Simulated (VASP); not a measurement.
A run of VASP 6.6.1:

Contents of INCAR:

```
SYSTEM = HfN
ALGO = Normal
EDIFF = 1E-7
ENCUT = 520
GGA = PE
ISIF = 2
ISMEAR = 0
LASPH = .True.
LCHARG = .False.
LREAL = .False.
LWAVE = .False.
NBANDS = 14
NELM = 80
PREC = Accurate
SIGMA = 0.15
```

File KPOINTS:

```
k-points
0
Gamma
  16 16 16
  0 0 0
```

Contents of POSCAR:

```
HfN
1.0
    0.0000000000      2.4548220000      2.4548220000
    2.4548220000      0.0000000000      2.4548220000
    2.4548220000      2.4548220000      0.0000000000
Hf N
1 1
Direct
    0.0127300472      0.0127300472     -0.0127300472
    0.7500000000      0.7500000000      0.7500000000
```

Potentials or basis: VASP PAW PBE potentials, release 64 (Hf_pv, N).

Launch:

```bash
$ cat potpaw_PBE.64/Hf_pv/POTCAR potpaw_PBE.64/N/POTCAR > POTCAR
$ mpirun -np 1 vasp_std > vasp.out
```

Hardware: 1 thread of Intel(R) Xeon(R) 6975P-C (Granite Rapids), on a shared host.

Problem. How long does it take, and how much memory?

Solution. Run time: 2 min on 1 thread of Intel(R) Xeon(R) 6975P-C (Granite Rapids), with other jobs on the host, peak memory 0.38 GiB. Counts: scf iterations 14, k points 621.
